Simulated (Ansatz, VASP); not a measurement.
This is a calculation of TaN for Ansatz 0.2.0.

input.yaml

```yaml
crystal:
  lattice:
    - [0.0, 2.49114377, 2.49114377]
    - [2.49114377, 0.0, 2.49114377]
    - [2.49114377, 2.49114377, 0.0]
  atoms:
    - { symbol: Ta, position: [0.0, 0.0, 0.0] }
    - { symbol: "N", position: [0.25, 0.25, 0.25] }
hamiltonian:
  xc: pbe
  pseudopotentials: { kind: paw }
kpoints:
  mp_grid: { grid: [4, 4, 4] }
scf:
  occupations: { method: fermi_dirac, width: 0.05 }
output:
  forces: true
  stress: true
  eigenvalues: true
```

Potentials or basis: Ansatz PAW.

Run with:

```bash
$ ansatz run input.yaml --threads 2 --pin off --max-ram 5632MiB --backend cpu --events-out ev --progress --plain --runs-dir out
```

Translate it to VASP 6.6.1. Potentials there: VASP PAW PBE potentials, release 64 (Ta_pv, N).

As run (the cutoff follows the program's own potentials):

File INCAR:

```
PREC = Accurate ; ENCUT = 520
EDIFF = 1E-6 ; ISMEAR = -1
SIGMA = 0.05 ; LREAL = F
LASPH = T ; NELM = 80
ALGO = Normal ; ISIF = 2
LWAVE = F ; LCHARG = F
GGA = PE ; NBANDS = 15
```

KPOINTS

```
regular mesh
0
Gamma
  4 4 4
```

The input POSCAR:

```
TaN
1.0
    0.0000000000      2.4911437700      2.4911437700
    2.4911437700      0.0000000000      2.4911437700
    2.4911437700      2.4911437700      0.0000000000
Ta N
1 1
Direct
    0.0000000000      0.0000000000      0.0000000000
    0.2500000000      0.2500000000      0.2500000000
```

Potentials or basis: VASP PAW PBE potentials, release 64 (Ta_pv, N).

Launch:

```bash
$ cat potpaw_PBE.64/Ta_pv/POTCAR potpaw_PBE.64/N/POTCAR > POTCAR
$ mpirun -np 1 vasp_std > vasp.out
```

Both were run:

|  | VASP | Ansatz | Ansatz less VASP |
| --- | --- | --- | --- |
| gap on the k mesh at the Fermi level (eV) | none | none | - |
| pressure (GPa) | -24.8 | -25.0 | -0.25 |

A gap of «none» marks a metal or a gap that the smearing closes. VASP's potentials hold 16 valence electrons a cell and Ansatz's 18, so a difference there can come from the potentials and not from the codes.

The k mesh is coarse, so the values compare programs but aren't converged. Neither program's run includes spin-orbit coupling.
